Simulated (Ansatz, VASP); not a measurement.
# InSe in VASP and in Ansatz

```
CELL_PARAMETERS angstrom
3.68338 0.00000 0.00000
0.00000 3.68338 0.00000
0.00000 0.00000 3.68338
ATOMIC_POSITIONS crystal
In 0.00000 0.00000 0.00000
Se 0.50000 0.50000 0.50000
```

Alike in both runs: functional PBE; k mesh 4 × 4 × 4; occupations gaussian, width 0.1 eV; no spin polarisation.

Ansatz relaxed the structure, and its values are those at the end. VASP's run is a single point on that final structure, the one shown.

|  | VASP | Ansatz |
| --- | --- | --- |
| version | VASP 6.6.1 | Ansatz 0.2.0 |
| potentials or method | VASP PAW PBE potentials, release 64 (In_d, Se), cutoff 520 eV | scalar-relativistic, plane waves, PAW |
| valence electrons in the cell | 19 | 29 |

```csv
,VASP,Ansatz,Ansatz less VASP
gap on the k mesh at the Fermi level (eV),none,none,-
pressure (GPa),-0.2,-0.2,0.00
```

A gap of «none» marks a metal or a gap that the smearing closes. VASP's potentials hold 19 valence electrons a cell and Ansatz's 29, so a difference there can come from the potentials and not from the codes.

The k mesh is coarse, so the values compare programs but aren't converged.
